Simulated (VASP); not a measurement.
Set up this calculation in VASP 6.6.1, as the native input.

```
Task                   : relaxation of cell and atoms
Functional             : PBE
Potentials or basis    : VASP PAW PBE potentials, release 64 (Sr_sv, Ta_pv)
Cutoff                 : 600 eV
k mesh                 : 16 × 16 × 12
Occupations            : gaussian, width 0.1 eV
Spin                   : no spin polarisation
Dipole correction      : no
Further INCAR settings : ALGO = Fast; EDIFF = 1e-06; IBRION = 2; EDIFFG = -0.01; NSW = 100; ISIF = 3
```

The structure of SrTa lies in POSCAR:

```
SrTa
1.0
    3.4009937560      0.0000000000      0.0000000000
    0.0000000000      3.4009937560      0.0000000000
    0.0000000000      0.0000000000      4.4577311016
Sr Ta
1 1
Direct
    0.5000000000      0.5000000000      0.5000000000
    0.0000000000      0.0000000000      0.0000000000
```

The input as run:

INCAR

```
  PREC = Accurate
  ENCUT = 600
  EDIFF = 1E-6
  ISMEAR = 0
  SIGMA = 0.1
  LREAL = F
  LASPH = T
  NELM = 60
  ALGO = Fast
  ISIF = 3
  LWAVE = F
  LCHARG = F
  GGA = PE
  IBRION = 2
  NSW = 100
  EDIFFG = -0.01
```

KPOINTS

```
Automatic mesh
0
Gamma
  16 16 12
```

Potentials or basis: VASP PAW PBE potentials, release 64 (Sr_sv, Ta_pv).

Run with:

```bash
$ cat potpaw_PBE.64/Sr_sv/POTCAR potpaw_PBE.64/Ta_pv/POTCAR > POTCAR
$ mpirun -np 1 vasp_std > vasp.out
```

Results of the run:

```yaml
Relaxed_volume: 25.68 Å³/atom
Relaxed_cell: a = 3.018 Å, b = 3.018 Å, c = 5.637 Å, α = 90.00°, β = 90.00°, γ = 90.00°
Space_group_after_relaxing_to_0.1_Å: P4/mmm (No. 123)
Energy_gained_by_relaxing: 289.4 meV/atom
Ionic_steps: 12
Pressure_after_relaxing: 0.0 GPa
Band_gap_on_the_k_mesh: zero (an odd number of electrons rules out a gap without spin polarisation)
```

Caveat: a cell axis changed by over 15 % at a fixed basis, so the end point is rough; spin-orbit coupling is left out, which moves the levels of the heavy elements.

Run time: 55 min on 1 thread of Oxide Virtual Turin-like Processor, with other jobs on the host, peak memory 0.43 GiB.
